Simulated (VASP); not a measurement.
Here is a VASP 6.6.1 calculation.

The input INCAR:

```
SYSTEM = Pt
PREC     = Accurate       ! precision mode
ENCUT    = 520            ! plane-wave cutoff, eV
EDIFF    = 1E-6           ! SCF threshold, eV
ISMEAR   = 0              ! smearing method
SIGMA    = 0.1            ! smearing width, eV
LREAL    = .FALSE.        ! projectors in reciprocal space
LASPH    = .TRUE.         ! aspherical terms in the spheres
NELM     = 80             ! most SCF steps
ALGO     = Normal         ! electronic algorithm
ISIF     = 2              ! what is computed and relaxed
LWAVE    = .FALSE.        ! write WAVECAR
LCHARG   = .FALSE.        ! write CHGCAR
GGA      = PE             ! functional
NBANDS   = 11             ! bands
```

Contents of KPOINTS:

```
Automatic mesh
0
G
  18 18 18
  0 0 0
```

Contents of POSCAR:

```
Pt
1.0
    0.0000000000      1.9850569791      1.9850569791
    1.9850569791      0.0000000000      1.9850569791
    1.9850569791      1.9850569791      0.0000000000
Pt
1
Direct
    0.0000000000      0.0000000000      0.0000000000
```

Potentials or basis: VASP PAW PBE potentials, release 64 (Pt).

Command:

```console
$ cat potpaw_PBE.64/Pt/POTCAR > POTCAR
$ mpirun -np 1 vasp_std > vasp.out
```

Task: Estimate the pressure.

Result: -0.5 GPa.

Task: What does it give for the band gap on the k mesh?

Result: Zero (band 5 reaches 11.03 eV, above the bottom of band 6 at 8.94 eV).

Caveat: spin-orbit coupling is left out, which moves the levels of the heavy elements.
